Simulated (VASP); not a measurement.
Input of a VASP 6.6.1 run:

Contents of INCAR:

```
  ALGO = Normal
  EDIFF = 1E-7
  ENCUT = 520
  GGA = PS
  ISIF = 2
  ISMEAR = 0
  LASPH = T
  LCHARG = F
  LREAL = F
  LWAVE = F
  NBANDS = 14
  NELM = 60
  PREC = Accurate
  SIGMA = 0.05
```

File KPOINTS:

```
k-points
0
Gamma
  8 8 8
```

POSCAR

```
NaF
1.0
    0.0000000000      2.3233000000      2.2536010000
    2.3233000000      0.0000000000      2.2536010000
    2.3233000000      2.3233000000      0.0000000000
Na F
1 1
Direct
    0.0000000000      0.0000000000      0.0000000000
    0.5000000000      0.5000000000      0.5000000000
```

Potentials or basis: VASP PAW PBE potentials, release 64 (Na_pv, F).

Launch:

```bash
$ cat potpaw_PBE.64/Na_pv/POTCAR potpaw_PBE.64/F/POTCAR > POTCAR
$ mpirun -np 1 vasp_std > vasp.out
```

Q: What does it give for the pressure?

A: 1.1 GPa.

Q: Estimate the band gap on the k mesh.

A: 6.28 eV.

Stress tensor (GPa, compression positive):
```
0.12 0.00 0.00
0.00 0.12 0.00
0.00 0.00 3.10
```

Caveat: the cell differs from its parent crystal (strain +0.000 along x and y, -0.030 along z); the PAW data sets were made with another functional, which shifts forces and pressure a little.
